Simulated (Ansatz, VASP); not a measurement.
## Two plane-wave programs on Zr2O

POSCAR

```
Zr2O
1.0
    5.3608418863      0.0000000000      0.0000000000
    0.0000000000      5.3608418863      0.0000000000
    0.0000000000      0.0000000000      3.4529236268
Zr O
4 2
Direct
    0.3060000000      0.3060000000      0.0000000000
    0.1940000000      0.8060000000      0.5000000000
    0.6940000000      0.6940000000      0.0000000000
    0.8060000000      0.1940000000      0.5000000000
    0.0000000000      0.0000000000      0.0000000000
    0.5000000000      0.5000000000      0.5000000000
```

The input INCAR.step1:

```
SYSTEM = Zr2O
  PREC = Accurate
  ENCUT = 520
  ISMEAR = 0
  SIGMA = 0.1
  LREAL = .FALSE.
  LASPH = .TRUE.
  NELM = 80
  NBANDS = 39
  GGA = PE
  ALGO = Normal
  EDIFF = 1E-4
  LWAVE = .TRUE.
  LCHARG = .FALSE.
```

INCAR.step2

```
SYSTEM = Zr2O
  PREC = Accurate
  ENCUT = 520
  EDIFF = 1E-7
  ISMEAR = 0
  SIGMA = 0.1
  LREAL = .FALSE.
  LASPH = .TRUE.
  NELM = 80
  ALGO = Normal
  ISIF = 2
  LWAVE = .FALSE.
  LCHARG = .TRUE.
  METAGGA = R2SCAN
  LMIXTAU = .TRUE.
  LELF = .TRUE.
  LVHAR = .TRUE.
  NBANDS = 39
  ISTART = 1
```

File KPOINTS:

```
Automatic mesh
0
G
  4 4 6
  0 0 0
```

Input for Ansatz:

```yaml
crystal:
  lattice:
    - [5.3608418863, 0.0, 0.0]
    - [0.0, 5.3608418863, 0.0]
    - [0.0, 0.0, 3.4529236268]
  atoms:
    - { symbol: Zr, position: [0.306, 0.306, 0.0] }
    - { symbol: Zr, position: [0.194, 0.806, 0.5] }
    - { symbol: Zr, position: [0.694, 0.694, 0.0] }
    - { symbol: Zr, position: [0.806, 0.194, 0.5] }
    - { symbol: O, position: [0.0, 0.0, 0.0] }
    - { symbol: O, position: [0.5, 0.5, 0.5] }
basis:
  ecutwfc: 500
kpoints:
  mp_grid: { grid: [4, 4, 6] }
hamiltonian:
  xc: r2scan
scf:
  occupations: { method: gaussian, width: 0.1 }
  lower_state_search: "off"
output:
  forces: true
  stress: true
  eigenvalues: true
```

Alike in both runs: task single point; functional r2SCAN; k mesh 4 × 4 × 6; occupations gaussian, width 0.1 eV; no spin polarisation.

|  | VASP | Ansatz |
| --- | --- | --- |
| version | VASP 6.6.1 | Ansatz 0.2.0 |
| potentials or method | VASP PAW PBE potentials, release 64 (Zr_sv, O), cutoff 520 eV | scalar-relativistic, plane waves, PAW |
| valence electrons in the cell | 60 | 60 |

VASP gave:

* gap on the k mesh at the Fermi level (eV): none
* pressure (GPa): -3.4
* traceless stress, the component that is largest in VASP (GPa): -7.32
* rms of the force components (eV/Å): 0.701

**Question.** What did Ansatz give for the same quantities?

**Answer.** gap on the k mesh at the Fermi level (eV): none; pressure (GPa): -3.5; traceless stress, the component that is largest in VASP (GPa): -7.36; rms of the force components (eV/Å): 0.696.

VASP's potentials were made for PBE, not for r2SCAN. Atom by atom the forces differ by 0.005 eV/Å (rms over components). A gap of «none» marks a metal or a gap that the smearing closes.
